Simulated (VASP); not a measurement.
Set up this calculation in VASP 6.6.1, as the native input.

| Quantity | Value |
| --- | --- |
| Task | relaxation of cell and atoms |
| Functional | PBE |
| Potentials or basis | VASP PAW PBE potentials, release 64 (B, As) |
| Cutoff | 500 eV |
| k mesh | 8 × 8 × 8 |
| Occupations | gaussian, width 0.1 eV |
| Spin | no spin polarisation |
| Target pressure | 19.4 GPa |
| Dipole correction | no |
| Further INCAR settings | ALGO = Normal; EDIFF = 1e-07; IBRION = 2; EDIFFG = -0.05; NSW = 80; ISIF = 3 |

The structure of BAs lies in POSCAR:

```
BAs
1.0
    0.0000000000      2.3885000000      2.3885000000
    2.3885000000      0.0000000000      2.3885000000
    2.3885000000      2.3885000000      0.0000000000
B As
1 1
Direct
    0.0000000000      0.0000000000      0.0000000000
    0.2500000000      0.2500000000      0.2500000000
```

These files were run (other wordings do the same):

INCAR

```
SYSTEM = BAs
ALGO = Normal
EDIFF = 1E-7
EDIFFG = -0.05
ENCUT = 500
GGA = PE
GGA_COMPAT = .FALSE.
IBRION = 2
ISIF = 3
ISMEAR = 0
LASPH = .TRUE.
LCHARG = .FALSE.
LREAL = .FALSE.
LWAVE = .FALSE.
NELM = 120
NELMIN = 4
NSW = 80
PREC = Accurate
PSTRESS = 194.0
SIGMA = 0.1
```

KPOINTS

```
k-points
0
G
  8 8 8
  0 0 0
```

Potentials or basis: VASP PAW PBE potentials, release 64 (B, As).

Command:

```sh
$ cat potpaw_PBE.64/B/POTCAR potpaw_PBE.64/As/POTCAR > POTCAR
$ mpirun -np 1 vasp_std > vasp.out
```

Results of the run:

| Item | Value |
| --- | --- |
| Relaxed volume | 12.47 Å³/atom |
| Relaxed cell | a = 3.279 Å, b = 3.279 Å, c = 3.279 Å, α = 60.00°, β = 60.00°, γ = 60.00° |
| Space group after relaxing (to 0.1 Å) | F-43m (No. 216) |
| Energy change on relaxing (the run minimises the enthalpy) | +76.8 meV/atom |
| Ionic steps | 3 |
| Pressure after relaxing | 18.9 GPa |
| Band gap on the k mesh | 1.10 eV (least direct gap 3.39 eV) |

Caveat: the cell is relaxed towards a set pressure, so the run minimises the enthalpy, not the energy.

Wall time 49 s on 1 thread of Intel(R) Xeon(R) Platinum 8175M CPU @ 2.50GHz (Skylake/Cascade Lake) (shared host), peak memory 0.16 GiB.
